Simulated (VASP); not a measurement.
A run of VASP 6.6.1:

File INCAR:

```
ALGO = Normal ; DIPOL = 0.5 0.5 0.310
EDIFF = 1E-7 ; ENCUT = 520
GGA = PE ; IDIPOL = 3
ISIF = 2 ; ISMEAR = 0
LASPH = True ; LCHARG = False
LDIPOL = True ; LREAL = False
LWAVE = False ; NBANDS = 74
NELM = 80 ; PREC = Accurate
SIGMA = 0.1
```

File KPOINTS:

```
k-points
0
Gamma
  6 6 1
```

POSCAR

```
HPt6
1.0
    5.6143281343      0.0000000000      0.0000000000
   -2.8071640672      4.8621507895      0.0000000000
    0.0000000000      0.0000000000     22.6192653717
Pt H
12 2
Direct
    0.3333333333      0.1666666667      0.1768404028
    0.3333333333      0.6666666667      0.1768404028
    0.8333333333      0.1666666667      0.1768404028
    0.8333333333      0.6666666667      0.1768404028
    0.1666666667      0.3333333333      0.2789526245
    0.1666666667      0.8333333333      0.2789526245
    0.6666666667      0.3333333333      0.2789526245
    0.6666666667      0.8333333333      0.2789526245
    0.0000000000      0.0000000000      0.3810585901
    0.0000000000      0.5000000000      0.3810585901
    0.5000000000      0.0000000000      0.3810585901
    0.5000000000      0.5000000000      0.3810585901
    0.1892758446      0.3785516892      0.4960048519
    0.3107241554      0.6214483108      0.4960048519
```

Potentials or basis: VASP PAW PBE potentials, release 64 (Pt, H).

Run with:

```sh
$ cat potpaw_PBE.64/Pt/POTCAR potpaw_PBE.64/H/POTCAR > POTCAR
$ mpirun -np 1 vasp_std > vasp.out
```

Hardware: 1 thread of Intel Xeon 8259CL, with other jobs on the host.

Q: Estimate the wall time of this run.

A: Wall time 66 min on 1 thread of Intel Xeon 8259CL, on a shared host, peak memory 0.9 GiB. Counts: scf iterations 38, k points 13.
